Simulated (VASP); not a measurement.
A run of VASP 6.6.1 is set up as follows.

The input INCAR:

```
PREC = Accurate
ENCUT = 520
EDIFF = 1E-6
ISMEAR = 0
SIGMA = 0.15
LREAL = False
LASPH = True
NELM = 60
ALGO = Normal
ISIF = 2
LWAVE = False
LCHARG = False
GGA = PE
NBANDS = 14
```

Contents of KPOINTS:

```
regular mesh
0
Gamma
  18 18 10
```

Contents of POSCAR:

```
TiAl
1.0
    2.7729000000      0.0000000000      0.0000000000
   -1.3864500000      2.4014018422      0.0000000000
    0.0000000000      0.0000000000      4.2765000000
Ti Al
1 1
Direct
    0.0000000000      0.0000000000      0.0000000000
    0.3333333333      0.6666666667      0.5000000000
```

Potentials or basis: VASP PAW PBE potentials, release 64 (Ti_sv, Al).

The run is started by

```console
$ cat potpaw_PBE.64/Ti_sv/POTCAR potpaw_PBE.64/Al/POTCAR > POTCAR
$ mpirun -np 1 vasp_std > vasp.out
```

**Question.** Estimate the pressure.

**Answer.** 24.2 GPa.

Stress tensor (GPa, compression positive):
```
19.86  0.00  0.00
 0.00 19.86  0.00
 0.00  0.00 32.79
```
